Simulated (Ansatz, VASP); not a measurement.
# Two plane-wave programs on SiC

Contents of INCAR:

```
SYSTEM = SiC
PREC = Accurate ; ENCUT = 600
EDIFF = 1E-6 ; ISMEAR = 0
SIGMA = 0.02 ; LREAL = .FALSE.
LASPH = .TRUE. ; NELM = 80
ALGO = Normal ; ISIF = 3
LWAVE = .FALSE. ; LCHARG = .FALSE.
IBRION = 2 ; NSW = 100
EDIFFG = -0.005
```

Contents of KPOINTS:

```
regular mesh
0
G
  12 12 12
  0 0 0
```

POSCAR

```
SiC
1.0
    0.0000000000      2.1740000000      2.1740000000
    2.1740000000      0.0000000000      2.1740000000
    2.1740000000      2.1740000000      0.0000000000
Si C
1 1
Direct
    0.0000000000      0.0000000000      0.0000000000
    0.7500000000      0.7500000000      0.7500000000
```

Input for Ansatz:

```yaml
crystal:
  lattice:
    - [0.0, 2.174, 2.174]
    - [2.174, 0.0, 2.174]
    - [2.174, 2.174, 0.0]
  atoms:
    - { symbol: Si, position: [0.0, 0.0, 0.0] }
    - { symbol: C, position: [0.75, 0.75, 0.75] }
basis:
  ecutwfc: 420
kpoints:
  mp_grid: { grid: [12, 12, 12] }
hamiltonian:
  xc: lda
scf:
  occupations: { method: gaussian, width: 0.02 }
output:
  forces: true
  stress: true
  eigenvalues: true
  write_density: true
  write_potential: true
  elf: true
  volumetric_format: npy
relax:
  adjacent_minimum: "off"
  f_tol: 0.005
  max_steps: 80
  cell: { stress_tol: 0.05 }
```

Alike in both runs: task relaxation of cell and atoms; functional LDA; k mesh 12 × 12 × 12; occupations gaussian, width 0.02 eV; no spin polarisation.

|  | VASP | Ansatz |
| --- | --- | --- |
| version | VASP 6.6.1 | Ansatz 0.2.0 |
| potentials or method | VASP PAW LDA potentials, release 64 (Si, C), cutoff 600 eV | scalar-relativistic, plane waves, PAW |
| valence electrons in the cell | 8 | 8 |

Ansatz gave:

- gap on the k mesh at the Fermi level, each at its own relaxed structure (eV): 1.30
- relaxed volume (Å³/atom): 10.14
- relaxed cell length with the largest relative difference (Å): 3.061

Q: What did VASP give for the same quantities?

A: gap on the k mesh at the Fermi level, each at its own relaxed structure (eV): 1.29; relaxed volume (Å³/atom): 10.15; relaxed cell length with the largest relative difference (Å): 3.062.

LDA's correlation is that of Perdew and Zunger in VASP and of Perdew and Wang (1992) in Ansatz.
